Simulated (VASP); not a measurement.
# HgF4 (I4/mmm) in VASP: single point with PBE

Aim: the single point of HgF4 with PBE.

Program: VASP 6.6.1. These are calculated values, not measurements. Logs are shortened: lines on timing, memory, paths and dates and some standing lists are left out, and cuts for length are marked.

## Step 1: The cell of the first run

It takes space group I4/mmm (No. 139, tetragonal). Conventional cell: a = 4.166 Å, b = 4.166 Å, c = 7.877 Å, α = 90.00°, β = 90.00°, γ = 90.00°. F (site symmetry 4mm) has 1 Hg at 1.93 Å within 2.6 Å. Within 2.8 Å of F (site symmetry mmm) lie 2 Hg at 2.08 Å. Hg (site symmetry 4/mmm) has 6 F at 1.93 to 2.08 Å within 2.6 Å.

## Step 2: Single point, PBE

File INCAR:

```
PREC = Accurate
ENCUT = 520
EDIFF = 1E-6
ISMEAR = 1
SIGMA = 0.037
LREAL = F
LASPH = T
NELM = 60
ALGO = Normal
ISIF = 2
LWAVE = F
LCHARG = F
GGA = PE
NBANDS = 28
```

File KPOINTS:

```
Automatic mesh
0
Gamma
  7 7 7
```

File POSCAR:

```
HgF4
1.0
    0.0000000000      4.1660530000      0.0000000000
    4.1660530000      0.0000000000      0.0000000000
    2.0830260000      2.0830260000     -3.9384750000
F Hg
4 1
Direct
    0.2450000000      0.2450000000      0.5100000000
    0.7550000000      0.7550000000      0.4900000000
    0.5000000000      0.0000000000      0.0000000000
    0.0000000000      0.5000000000      0.0000000000
    0.0000000000      0.0000000000      0.0000000000
```

Potentials or basis: VASP PAW PBE potentials, release 64 (F, Hg).

Command:

```bash
$ cat potpaw_PBE.64/F/POTCAR potpaw_PBE.64/Hg/POTCAR > POTCAR
$ mpirun -np 1 vasp_std > vasp.out
```

OUTCAR:

```text
PREC = Accurate
   ENCUT = 520
   EDIFF = 1E-6
   ISMEAR = 1
   LREAL = F
   LASPH = T
   NELM = 60
   ISIF = 2
   GGA = PE

 ion  position               nearest neighbor table
   1  0.245  0.245  0.510-   5 1.93
   2  0.755  0.755  0.490-   5 1.93
   3  0.500  0.000  0.000-   5 2.08   5 2.08
   4  0.000  0.500  0.000-   5 2.08   5 2.08
   5  0.000  0.000  0.000-   1 1.93   2 1.93   3 2.08   4 2.08   4 2.08   3 2.08

  LATTYP: Found a body centered tetragonal cell.
 ALAT       =     4.1660530000
 C/A-ratio  =     1.8907464691

  Lattice vectors:

 A1 = (  -2.0830260000,   2.0830270000,   3.9384750000)
 A2 = (   2.0830270000,  -2.0830260000,   3.9384750000)
 A3 = (   2.0830260000,   2.0830260000,  -3.9384750000)

Analysis of symmetry for initial positions (statically):
=====================================================================
 Subroutine PRICEL returns:
 Original cell was already a primitive cell.

 Routine SETGRP: Setting up the symmetry group for a
 body centered tetragonal supercell.

 Subroutine GETGRP returns: Found 16 space group operations
 (whereof 16 operations were pure point group operations)
 out of a pool of 16 trial point group operations.

The static configuration has the point symmetry D_4h.

Analysis of symmetry for dynamics (positions and initial velocities):
=====================================================================
 Subroutine PRICEL returns:
 Original cell was already a primitive cell.

 Routine SETGRP: Setting up the symmetry group for a
 body centered tetragonal supercell.

 Subroutine GETGRP returns: Found 16 space group operations
 (whereof 16 operations were pure point group operations)
 out of a pool of 16 trial point group operations.

The dynamic configuration has the point symmetry D_4h.

 Subroutine INISYM returns: Found 16 space group operations
 (whereof 16 operations are pure point group operations),
 and found     1 'primitive' translations

----------------------------------------------------------------------------------------

                                     Primitive cell

  volume of cell :      68.3562

  direct lattice vectors                    reciprocal lattice vectors
     0.000000000  4.166053000  0.000000000     0.000000000  0.240035352  0.126952661
     4.166053000  0.000000000  0.000000000     0.240035352  0.000000000  0.126952661
     2.083026000  2.083026000 -3.938475000     0.000000000  0.000000000 -0.253905382

  length of vectors
     4.166053000  4.166053000  4.918290349     0.271539957  0.271539957  0.253905382

  position of ions in fractional coordinates (direct lattice)
     0.245000000  0.245000000  0.510000000
     0.755000000  0.755000000  0.490000000
     0.500000000  0.000000000  0.000000000
     0.000000000  0.500000000  0.000000000
     0.000000000  0.000000000  0.000000000

  ion indices of the primitive-cell ions
   primitive index   ion index
                 1           1
                 2           2
                 3           3
                 4           4
                 5           5

----------------------------------------------------------------------------------------

 KPOINTS: Automatic mesh

Automatic generation of k-mesh.
 Grid dimensions read from file:
 generate k-points for:    7    7    7

 Generating k-lattice:

  Cartesian coordinates                     Fractional coordinates (reciprocal lattice)
     0.000000000  0.034290765  0.018136094     0.142857143  0.000000000 -0.000000000
     0.034290765  0.000000000  0.018136094     0.000000000  0.142857143 -0.000000000
     0.000000000  0.000000000 -0.036272197     0.000000000  0.000000000  0.142857143

  Length of vectors
     0.038791422  0.038791422  0.036272197

  Shift w.r.t. Gamma in fractional coordinates (k-lattice)
     0.000000000  0.000000000  0.000000000

 Subroutine IBZKPT returns following result:
 ===========================================

 Found     40 irreducible k-points:

 Following reciprocal coordinates:
            Coordinates               Weight
  0.000000  0.000000  0.000000      1.000000
  0.142857  0.000000  0.000000      8.000000
  0.285714  0.000000  0.000000      8.000000
  0.428571  0.000000 -0.000000      8.000000
  0.142857  0.142857  0.000000      8.000000
  0.285714  0.142857  0.000000     16.000000
[... 16 lines left out ...]
  0.285714  0.285714  0.142857      8.000000
  0.428571  0.285714  0.142857     16.000000
 [... further k-points ...]
   k-points           NKPTS =     40   k-points in BZ     NKDIM =     40   number of bands    NBANDS=     28
   number of dos      NEDOS =    301   number of ions     NIONS =      5
   total plane-waves  NPLWV =  40960
   dimension x,y,z NGX =    32 NGY =   32 NGZ =   40
   dimension x,y,z NGXF=    64 NGYF=   64 NGZF=   80
   ions per type =               4   1
   NGX,Y,Z   is equivalent  to a cutoff of  12.77, 12.77, 13.52 a.u.
   NGXF,Y,Z  is equivalent  to a cutoff of  25.54, 25.54, 27.04 a.u.
 SYSTEM =  unknown system
   PREC   = accura    normal or accurate (medium, high low for compatibility)
   ISTART =      0    job   : 0-new  1-cont  2-samecut
   ICHARG =      2    charge: 1-file 2-atom 10-const
   ISPIN  =      1    spin polarized calculation?
   LNONCOLLINEAR =      F non collinear calculations
   LSORBIT =      F    spin-orbit coupling
   LASPH  =      T    aspherical Exc in radial PAW
   ENCUT  =  520.0 eV  38.22 Ry    6.18 a.u.   7.75  7.75  9.14*2*pi/ulx,y,z
   NELM   =     60;   NELMIN=  2; NELMDL= -5     # of ELM steps
   EDIFF  = 0.1E-05   stopping-criterion for ELM
   LREAL  =      F    real-space projection
   EDIFFG = 0.1E-04   stopping-criterion for IOM
   NSW    =      0    number of steps for IOM
   IBRION =     -1    ionic relax: 0-MD 1-quasi-New 2-CG
   NFREE  =      0    steps in history (QN), initial steepest desc. (CG)
   ISIF   =      2    stress and relaxation
   ISYM   =      2    0-nonsym 1-usesym 2-fastsym
   POTIM  = 0.5000    time-step for ionic-motion
   TEBEG  =    0.0;   TEEND  =   0.0 temperature during run
   PSTRESS=    0.0 pullay stress
   NELECT =      40.0000    total number of electrons
   NUPDOWN=      -1.0000    fix difference up-down
   EMIN   =  10.00;   EMAX   =-10.00  energy-range for DOS
   EFERMI =   0.00;   METHOD = LEGACY
   ISMEAR =     1;   SIGMA  =   0.04  broadening in eV -4-tet -1-fermi 0-gaus
   EFERMI_NEDOS =   21; number of points for ismear=-14 and -15
   IALGO  =     38    algorithm
   IMIX   =      4    mixing-type and parameters
     AMIX     =   0.40;   BMIX     =  1.00
     AMIX_MAG =   1.60;   BMIX_MAG =  1.00
  volume/ion in A,a.u.               =      13.67        92.26
  Fermi-wavevector in a.u.,A,eV,Ry     =   1.369312  2.587624 25.511116  1.875014
  Thomas-Fermi vector in A             =   2.495198
   LORBIT       =      0    0 simple, 1 ext, 2 COOP (PROOUT), +10 PAW based schemes
   GGA     = PE    functional components
   LHFCALC =     F    Hartree Fock is set to
   AEXX    =    0.0000 exact exchange contribution
   IVDW    =     0    specifies the selected vdW correction
   LEPSILON=     F    determine dielectric tensor
   LRPA    =     F    only Hartree local field effects (RPA)
 non-spin polarized calculation
 Methfessel and Paxton  Order N= 1 SIGMA  =   0.04
  energy-cutoff  :      520.00
  volume of cell :       68.36
 maximum number of plane-waves:      1854
   NGX = 15   NGY = 15   NGZ = 19

 number of electron      40.0000001 magnetization

 Free energy of the ion-electron system (eV)
  ---------------------------------------------------
  ext. energy  EPLUGINS =         0.00000000
  ---------------------------------------------------
  free energy    TOTEN  =       -11.14982144 eV

  energy without entropy =      -11.14826114  energy(sigma->0) =      -11.14930134

 E-fermi :  -2.3381     XC(G=0):  -9.5371

 val. band max:       -2.3387957468   @ k =  -0.2857  -0.4286   0.1429
 cond. band min:      -2.3335305465   @ k =   0.4286   0.2857  -0.0000
 fundamental gap:      0.0052652003
 Fermi energy:        -2.3380903675

 k-point     1 :       0.0000    0.0000    0.0000
  band No.  band energies     occupation
      1     -24.1182      2.00000
      2     -23.7434      2.00000
      3     -23.1757      2.00000
      4     -22.6480      2.00000
      5      -9.1458      2.00000
      6      -8.4279      2.00000
[... 20 lines left out ...]
     27      13.2687      0.00000
     28      13.7325      0.00000

 k-point     2 :       0.1429    0.0000    0.0000
  band No.  band energies     occupation
      1     -24.0740      2.00000
      2     -23.7319      2.00000
      3     -23.1691      2.00000
      4     -22.6667      2.00000
      5      -9.2317      2.00000
      6      -8.4920      2.00000
[... 20 lines left out ...]
     27      13.3250      0.00000
     28      13.7450      0.00000

 k-point     3 :       0.2857    0.0000    0.0000
  band No.  band energies     occupation
      1     -23.9762      2.00000
      2     -23.6976      2.00000
      3     -23.1540      2.00000
      4     -22.7142      2.00000
      5      -9.7668      2.00000
      6      -8.8712      2.00000
[... 20 lines left out ...]
     27      13.7104      0.00000
     28      14.3734      0.00000

 k-point     4 :       0.4286    0.0000   -0.0000
  band No.  band energies     occupation
      1     -23.9068      2.00000
      2     -23.6520      2.00000
      3     -23.1424      2.00000
      4     -22.7585      2.00000
      5     -10.3657      2.00000
      6      -9.0062      2.00000
[... 20 lines left out ...]
     27      14.1116      0.00000
     28      15.4274      0.00000

 k-point     5 :       0.1429    0.1429    0.0000
  band No.  band energies     occupation
      1     -24.0190      2.00000
      2     -23.7227      2.00000
      3     -23.1619      2.00000
      4     -22.6959      2.00000
      5      -9.2935      2.00000
      6      -8.5458      2.00000
[... 20 lines left out ...]
     27      13.5436      0.00000
     28      13.5481      0.00000

 k-point     6 :       0.2857    0.1429    0.0000
  band No.  band energies     occupation
      1     -23.9160      2.00000
      2     -23.6920      2.00000
      3     -23.1478      2.00000
      4     -22.7429      2.00000
      5      -9.7716      2.00000
      6      -9.0783      2.00000
[... 463 lines left out ...]
      5      -9.7802      2.00000
      6      -8.8916      2.00000
[... 20 lines left out ...]
     27      13.9035      0.00000
     28      15.1216      0.00000

 k-point    22 :      -0.1429    0.0000    0.1429
  band No.  band energies     occupation
      1     -24.0379      2.00000
      2     -23.7337      2.00000
      3     -23.1568      2.00000
      4     -22.7200      2.00000
      5      -9.2641      2.00000
      6      -8.4409      2.00000
[... 20 lines left out ...]
     27      13.5217      0.00000
     28      14.5681      0.00000

 k-point    23 :       0.2857    0.2857    0.1429
  band No.  band energies     occupation
      1     -23.8304      2.00000
      2     -23.6727      2.00000
      3     -23.1508      2.00000
      4     -22.7364      2.00000
      5      -9.7973      2.00000
      6      -9.7439      2.00000
[... 20 lines left out ...]
     27      13.3355      0.00000
     28      13.4617      0.00000

 k-point    24 :       0.4286    0.2857    0.1429
  band No.  band energies     occupation
      1     -23.7481      2.00000
      2     -23.6421      2.00000
      3     -23.1493      2.00000
      4     -22.7650      2.00000
      5     -10.3755      2.00000
      6      -9.7626      2.00000
[... 20 lines left out ...]
     27      12.9610      0.00000
     28      14.1641      0.00000

 [... further k-points ...]
[... 5 lines left out ...]
  --------------------------------------------------------------------------------------
  -------------------------------------------------------------------------------------
  Total        4.3800605      4.3800605      4.3513407      0.0000000      0.0000006      0.0000006
  in kB      102.6627787    102.6627787    101.9896247      0.0000000      0.0000129      0.0000129
  external PRESSURE =     102.4383940 kB  Pullay stress =       0.0000000 kB

 VOLUME and BASIS-vectors are now :
 -----------------------------------------------------------------------------
  energy-cutoff  :      520.00
  volume of cell :       68.36
      direct lattice vectors                 reciprocal lattice vectors
     0.000000000  4.166053000  0.000000000     0.000000000  0.240035352  0.126952661
     4.166053000  0.000000000  0.000000000     0.240035352  0.000000000  0.126952661
     2.083026000  2.083026000 -3.938475000     0.000000000  0.000000000 -0.253905382

 POSITION                                       TOTAL-FORCE (eV/Angst)
 -----------------------------------------------------------------------------------
      2.08303      2.08303     -2.00862         0.000000      0.000000      0.875908
      4.16605      4.16605     -1.92985        -0.000000     -0.000000     -0.875908
      0.00000      2.08303      0.00000         0.000000     -0.000000      0.000000
      2.08303      0.00000      0.00000         0.000000      0.000000      0.000000
      0.00000      0.00000      0.00000        -0.000000      0.000000      0.000000
 -----------------------------------------------------------------------------------
    total drift:                                0.000000      0.000000      0.000000

  FREE ENERGIE OF THE ION-ELECTRON SYSTEM (eV)
  ---------------------------------------------------
  free  energy   TOTEN  =       -11.1498214401 eV

  energy  without entropy=      -11.1482611356  energy(sigma->0) =      -11.14930134
```

Wall time 33 s (1 thread of Intel Xeon 6975P-C (Granite Rapids), shared host); peak memory 0.22 GiB.

What came out:

| Quantity | Value |
| --- | --- |
| Free energy | -11.1498 eV |
| Pressure | 10.2 GPa |
| Largest force | 0.876 eV/Å |
| Band gap on the k mesh | zero (band 20 reaches -1.54 eV, above the bottom of band 21 at -3.06 eV) |

Forces in eV/Å, atoms in the order of the input:
```
F    0.000  0.000  0.876
F    0.000  0.000 -0.876
F    0.000  0.000  0.000
F    0.000  0.000  0.000
Hg   0.000  0.000  0.000
```

Levels at points of the mesh, in eV from the Fermi level:
```tsv
k point	band 18	band 19	band 20	band 21	band 22	band 23
(0.00, 0.00, 0.00)	-0.92	-0.92	-0.72	-0.72	4.72	12.43
```

Caveat: spin-orbit coupling is left out, which moves the levels of the heavy elements.
